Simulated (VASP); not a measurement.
The system is CdS.

```
CELL_PARAMETERS angstrom
0.00000 2.93921 3.01270
2.93921 0.00000 3.01270
2.93921 2.93921 0.00000
ATOMIC_POSITIONS crystal
Cd 0.00000 0.00000 0.00000
S 0.25000 0.25000 0.25000
```

This cell differs from its parent crystal: uniaxial z strain +2.5%.

Base run:

- Program: VASP 6.6.1
- Functional: PBE
- Potentials or basis: VASP PAW PBE potentials, release 64 (Cd, S)
- Cutoff: 520 eV
- k mesh: 8 × 8 × 8
- Occupations: fermi-dirac, width 0.02 eV
- Spin: no spin polarisation

Its results: band gap on the k mesh 1.02 eV, direct; pressure 0.3 GPa.

The run is repeated on the same cell with these changes: functional from PBE to r2SCAN; occupations from fermi-dirac, width 0.02 eV to gaussian, width 0.01 eV. What comes out?

Band gap on the k mesh 1.45 eV, direct; pressure -1.2 GPa.

Caveats: the PAW data sets were made with another functional, which shifts forces and pressure a little (some runs).

